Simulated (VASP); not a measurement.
WS, 2 atoms in the cell. It takes space group Pm-3m (No. 221, cubic). Conventional cell: a = 3.008 Å, b = 3.008 Å, c = 3.008 Å, α = 90.00°, β = 90.00°, γ = 90.00°. Within 3.4 Å of W (site symmetry m-3m) lie 8 S at 2.60 Å and 6 W at 3.01 Å. S (site symmetry m-3m) has 8 W at 2.60 Å and 6 S at 3.01 Å within 3.4 Å. 

| Property | Result |
| --- | --- |
| Program | VASP 6.6.1 |
| Task | single point |
| Functional | PBE |
| Potentials or basis | VASP PAW PBE potentials, release 64 (W_sv, S) |
| Cutoff | 520 eV |
| k mesh | 5 × 5 × 5 |
| Occupations | fermi-dirac, width 0.04 eV |
| Spin | no spin polarisation |
| Dipole correction | no |
| Further INCAR settings | ALGO = Normal; EDIFF = 1e-06; NBANDS = 17 |

Potentials or basis: VASP PAW PBE potentials, release 64 (W_sv, S).

Launch:

```console
$ cat potpaw_PBE.64/W_sv/POTCAR potpaw_PBE.64/S/POTCAR > POTCAR
$ mpirun -np 1 vasp_std > vasp.out
```

Hardware: 1 thread of Intel Xeon 8259CL (shared host).

Task: Estimate the wall time of this run.

Result: Run time: 6.8 s on 1 thread of Intel Xeon 8259CL, with other jobs on the host, peak memory 0.14 GiB. Counts: scf iterations 11, k points 10.
